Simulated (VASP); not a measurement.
Here is a VASP 6.6.1 calculation.

Contents of INCAR:

```
PREC = Accurate
ENCUT = 600
EDIFF = 1E-6
ISMEAR = -1
SIGMA = 0.0351
LREAL = F
LASPH = T
NELM = 100
ALGO = Normal
ISIF = 3
LWAVE = F
LCHARG = F
GGA = PE
IBRION = 2
NSW = 60
EDIFFG = -0.01
```

File KPOINTS:

```
Automatic mesh
0
Gamma
  5 5 5
```

File POSCAR:

```
SnH3
1.0
    2.4872410000      4.3080200000      0.0000000000
   -2.4872410000      4.3080200000      0.0000000000
    0.0000000000     -2.8720130000      4.3989950000
Sn H
2 6
Direct
    0.0000000000      0.0000000000      0.0000000000
    0.5000000000      0.5000000000      0.5000000000
    0.8780000000      0.6220000000      0.7500000000
    0.2500000000      0.8780000000      0.7500000000
    0.6220000000      0.2500000000      0.7500000000
    0.1220000000      0.3780000000      0.2500000000
    0.7500000000      0.1220000000      0.2500000000
    0.3780000000      0.7500000000      0.2500000000
```

Potentials or basis: VASP PAW PBE potentials, release 64 (Sn_d, H).

Run with:

```console
$ cat potpaw_PBE.64/Sn_d/POTCAR potpaw_PBE.64/H/POTCAR > POTCAR
$ mpirun -np 1 vasp_std > vasp.out
```

(1) Estimate the band gap on the k mesh.

(2) Estimate the space group after relaxing (to 0.05 Å).

(3) Estimate the relaxed cell.

(4) What does it give for the relaxed volume?

Answers

(1) zero (band 17 reaches 3.04 eV, above the bottom of band 18 at 1.49 eV).

(2) R-3c (No. 167).

(3) a = 5.618 Å, b = 5.618 Å, c = 5.585 Å, α = 120.20°, β = 120.20°, γ = 60.00°.

(4) 15.54 Å³/atom.

Caveat: the volume moved by over 15 % at a fixed basis, so the end points are rough; spin-orbit coupling is left out, which moves the levels of the heavy elements.
